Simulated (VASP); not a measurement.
Input of a VASP 6.6.1 run:

INCAR

```
  PREC = Accurate
  ENCUT = 520
  EDIFF = 1E-7
  ISMEAR = -1
  SIGMA = 0.06122561905347299
  LREAL = F
  LASPH = T
  NELM = 60
  ALGO = Normal
  ISIF = 2
  LWAVE = F
  LCHARG = F
  GGA = PE
  NBANDS = 63
```

The input KPOINTS:

```
Automatic mesh
0
Gamma
  7 7 7
```

The input POSCAR:

```
Sr2O5
1.0
    5.6859456777      0.0000000000      0.0000000000
    0.0000000000      5.6859456777      0.0000000000
    0.0000000000      0.0000000000      5.6859456777
Sr O
4 10
Direct
    0.0000000000      0.0000000000      0.0000000000
    0.5000000000      0.5000000000      0.0000000000
    0.5000000000      0.0000000000      0.5000000000
    0.0000000000      0.5000000000      0.5000000000
    0.5000000000      0.0000000000      0.0000000000
    0.0000000000      0.5000000000      0.0000000000
    0.0000000000      0.0000000000      0.5000000000
    0.5000000000      0.5000000000      0.5000000000
    0.7500000000      0.7500000000      0.2500000000
    0.7500000000      0.2500000000      0.7500000000
    0.2500000000      0.7500000000      0.7500000000
    0.7500000000      0.2500000000      0.2500000000
    0.2500000000      0.7500000000      0.2500000000
    0.2500000000      0.2500000000      0.7500000000
```

Potentials or basis: VASP PAW PBE potentials, release 64 (Sr_sv, O).

The run is started by

```console
$ cat potpaw_PBE.64/Sr_sv/POTCAR potpaw_PBE.64/O/POTCAR > POTCAR
$ mpirun -np 1 vasp_std > vasp.out
```

(1) Estimate the pressure.

(2) Estimate the band gap on the k mesh.

Results:

(1) 6.0 GPa.

(2) zero (bands 50 and 51 overlap by 0.19 eV).

Caveat: the cell stands under pressure; semilocal functionals underestimate gaps, and a narrow one can read as zero.
